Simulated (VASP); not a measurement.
# SiO2 (P4_2/mnm) in VASP: a series of runs, part 3 of 3

VASP 6.6.1. The steps go on from the part before.

## 5. Single point, LDA

This run uses another cell than the first one, of 7.74 Å³/atom, 1.108 times its volume.

INCAR reads:

```
SYSTEM = SiO2
PREC = Accurate ; ENCUT = 910
EDIFF = 1E-6 ; ISMEAR = 0
SIGMA = 0.05 ; LREAL = .False.
LASPH = .True. ; NELM = 120
ALGO = Normal ; ISIF = 2
LWAVE = .False. ; LCHARG = .True.
GGA = CA ; LELF = .True.
LVHAR = .True. ; NBANDS = 25
GGA_COMPAT = .False.
```

KPOINTS reads:

```
regular mesh
0
Gamma
  6 6 8
  0 0 0
```

POSCAR reads:

```
SiO2
1.0
    4.0804000000      0.0000000000      0.0000000000
    0.0000000000      4.0804000000      0.0000000000
    0.0000000000      0.0000000000      2.7891000000
Si O
2 4
Direct
    0.5000000000      0.5000000000      0.5000000000
    0.0000000000      0.0000000000      0.0000000000
    0.6944252994      0.6944252994      0.0000000000
    0.1944252994      0.8055747006      0.5000000000
    0.3055747006      0.3055747006      0.0000000000
    0.8055747006      0.1944252994      0.5000000000
```

Potentials or basis: VASP PAW LDA potentials, release 64 (Si, O_h).

Started as:

```console
cat potpaw_LDA.64/Si/POTCAR potpaw_LDA.64/O_h/POTCAR > POTCAR
mpirun -np 1 vasp_std > vasp.out
```

OUTCAR:

```text
SYSTEM = SiO2
   PREC = Accurate
   ENCUT = 910
   EDIFF = 1E-6
   ISMEAR = 0
   LREAL = .False.
   LASPH = .True.
   NELM = 120
   ISIF = 2
   GGA = CA

 ion  position               nearest neighbor table
   1  0.500  0.500  0.500-   4 1.76   6 1.76   5 1.79   3 1.79   3 1.79   5 1.79
   2  0.000  0.000  0.000-   3 1.76   5 1.76   4 1.79   6 1.79   4 1.79   6 1.79
   3  0.694  0.694  0.000-   2 1.76   1 1.79   1 1.79
   4  0.194  0.806  0.500-   1 1.76   2 1.79   2 1.79
   5  0.306  0.306  0.000-   2 1.76   1 1.79   1 1.79
   6  0.806  0.194  0.500-   1 1.76   2 1.79   2 1.79

[... 880 lines left out ...]
  -------------------------------------------------------------------------------------
  Total        1.3041835      1.3041835     -6.9789074      0.0000000      0.0000000      0.0000000
  in kB       44.9966009     44.9966009   -240.7844612      0.0000000      0.0000000      0.0000000
  external PRESSURE =     -50.2637532 kB  Pullay stress =       0.0000000 kB

 VOLUME and BASIS-vectors are now :
 -----------------------------------------------------------------------------
  energy-cutoff  :      910.00
  volume of cell :       46.44
      direct lattice vectors                 reciprocal lattice vectors
     4.080400000  0.000000000  0.000000000     0.245074012  0.000000000  0.000000000
     0.000000000  4.080400000  0.000000000     0.000000000  0.245074012  0.000000000
     0.000000000  0.000000000  2.789100000     0.000000000  0.000000000  0.358538597

 POSITION                                       TOTAL-FORCE (eV/Angst)
 -----------------------------------------------------------------------------------
      2.04020      2.04020      1.39455        -0.000000     -0.000000      0.000000
      0.00000      0.00000      0.00000        -0.000000     -0.000000      0.000000
      2.83353      2.83353      0.00000         0.208536      0.208536      0.000000
      0.79333      3.28707      1.39455         0.208536     -0.208536      0.000000
      1.24687      1.24687      0.00000        -0.208536     -0.208536     -0.000000
      3.28707      0.79333      1.39455        -0.208536      0.208536      0.000000
 -----------------------------------------------------------------------------------
    total drift:                                0.000000     -0.000000      0.000000

  FREE ENERGIE OF THE ION-ELECTRON SYSTEM (eV)
  ---------------------------------------------------
  free  energy   TOTEN  =       -51.8476955034 eV

  energy  without entropy=      -51.8476955034  energy(sigma->0) =      -51.84769550
```

OSZICAR:

```text
N       E                     dE             d eps       ncg     rms          rms(c)
DAV:   1     0.242933458371E+03    0.24293E+03   -0.24381E+04  2500   0.195E+03
DAV:   2    -0.368846169536E+02   -0.27982E+03   -0.26068E+03  3526   0.355E+02
DAV:   3    -0.564599703027E+02   -0.19575E+02   -0.19406E+02  3316   0.943E+01
DAV:   4    -0.567008286270E+02   -0.24086E+00   -0.24051E+00  3133   0.109E+01
DAV:   5    -0.567055159281E+02   -0.46873E-02   -0.46839E-02  3305   0.144E+00    0.178E+01
DAV:   6    -0.519397805768E+02    0.47657E+01   -0.13165E+01  3253   0.241E+01    0.848E+00
DAV:   7    -0.518869400915E+02    0.52840E-01   -0.66704E-01  3085   0.496E+00    0.297E+00
DAV:   8    -0.518538061670E+02    0.33134E-01   -0.24099E-02  3300   0.168E+00    0.114E+00
DAV:   9    -0.518476871565E+02    0.61190E-02   -0.55929E-03  3068   0.797E-01    0.212E-01
DAV:  10    -0.518477323235E+02   -0.45167E-04   -0.69750E-04  3293   0.186E-01    0.900E-02
DAV:  11    -0.518476958472E+02    0.36476E-04   -0.10450E-04  3143   0.764E-02    0.252E-02
DAV:  12    -0.518476955034E+02    0.34387E-06   -0.79286E-06  3201   0.198E-02
   1 F= -.51847696E+02 E0= -.51847696E+02  d E =-.141496E-18
```

It took 85 s on 1 thread of AMD EPYC 7R43 (Zen 3), shared host; peak memory 0.2 GiB.

What came out:

- Free energy: -51.8477 eV
- Pressure: -5.0 GPa
- Largest force: 0.295 eV/Å
- Band gap on the k mesh: 5.37 eV, direct

Forces in eV/Å, atoms in the order of the input:
```
Si   0.000  0.000  0.000
Si   0.000  0.000  0.000
O    0.209  0.209  0.000
O    0.209 -0.209  0.000
O   -0.209 -0.209  0.000
O   -0.209  0.209  0.000
```

Caveat: the cutoff is under 1.25 times the usual one of these potentials, so pressure, stress and relaxed cells hold a basis-set (Pulay) error.

## 6. Single point, LDA

This run uses another cell than the first one, of 7.09 Å³/atom, 1.015 times its volume.

INCAR reads:

```
PREC = Accurate
ENCUT = 910
EDIFF = 1E-6
ISMEAR = 0
SIGMA = 0.05
LREAL = False
LASPH = True
NELM = 120
ALGO = Normal
ISIF = 2
LWAVE = False
LCHARG = False
NBANDS = 25
GGA_COMPAT = False
```

KPOINTS reads:

```
Automatic mesh
0
Gamma
  6 6 8
```

POSCAR: that of step 5 with these lines changed.

```diff
@@ -2,5 +2,5 @@
 1.0
-    4.0804000000      0.0000000000      0.0000000000
-    0.0000000000      4.0804000000      0.0000000000
-    0.0000000000      0.0000000000      2.7891000000
+    4.2050000000      0.0000000000      0.0000000000
+    0.0000000000      4.2050000000      0.0000000000
+    0.0000000000      0.0000000000      2.4058000000
 Si O
```

Potentials or basis: VASP PAW LDA potentials, release 64 (Si, O_h).

Started as:

```console
cat potpaw_LDA.64/Si/POTCAR potpaw_LDA.64/O_h/POTCAR > POTCAR
mpirun -np 1 vasp_std > vasp.out
```

Wall time 45 s (1 thread of Intel Xeon Platinum 8559C (Emerald Rapids), shared host); peak memory 0.22 GiB.

It converged, with:

* Free energy: -50.8641 eV
* Pressure: 40.4 GPa
* Largest force: 0.276 eV/Å
* Band gap on the k mesh: 7.37 eV, direct

Forces on the atoms (eV/Å):
```
Si   0.000  0.000  0.000
Si   0.000  0.000  0.000
O    0.195  0.195  0.000
O    0.195 -0.195  0.000
O   -0.195 -0.195  0.000
O   -0.195  0.195  0.000
```

Stress tensor (GPa, compression positive):
```
13.46  0.00  0.00
 0.00 13.46  0.00
 0.00  0.00 94.42
```

Levels at points of the mesh, in eV from the valence-band top:
```csv
k point,band 14,band 15,band 16,band 17,band 18,band 19
"(0.00, 0.00, 0.00)",-1.02,-1.02,0.00,7.37,8.87,10.72
"(0.50, 0.00, 0.00)",-2.07,-1.26,-1.26,9.56,9.56,10.69
"(0.50, 0.50, 0.00)",-2.60,-2.58,-2.58,9.42,9.42,11.50
"(0.00, 0.00, 0.50)",-3.07,-2.92,-2.92,9.99,9.99,12.79
"(0.50, 0.00, 0.50)",-2.60,-1.88,-1.88,9.30,9.30,9.84
"(0.50, 0.50, 0.50)",-2.08,-1.65,-1.65,7.81,7.81,11.23
```

Caveat: the cutoff is under 1.25 times the usual one of these potentials, so pressure, stress and relaxed cells hold a basis-set (Pulay) error.

## 7. Summary

| cell | gap on the mesh (eV) | pressure (GPa) | largest force (eV/Å) |
| --- | --- | --- | --- |
| a = 4.230, b = 4.230, c = 2.342 Å, 6 atoms | 7.46 | 52.0 | 0.37 |
| a = 4.130, b = 4.130, c = 2.534 Å, 6 atoms | 7.12 | 26.7 | 0.33 |
| a = 4.230, b = 4.230, c = 2.406 Å, 6 atoms | 7.12 | 35.6 | 0.10 |
| a = 4.080, b = 4.080, c = 2.789 Å, 6 atoms | 5.37 | -5.0 | 0.29 |
| a = 4.205, b = 4.205, c = 2.406 Å, 6 atoms | 7.37 | 40.4 | 0.28 |

Alike in all rows: task single point; level LDA; potentials or basis VASP PAW LDA potentials, release 64 (Si, O_h); no spin polarisation; k mesh 6 × 6 × 8; cutoff (eV) 910; smearing gaussian 0.05 eV.

Caveats: the cutoff is under 1.25 times the usual one of these potentials, so pressure, stress and relaxed cells hold a basis-set (Pulay) error.

Absolute energies hang on the potentials; compare differences alone.
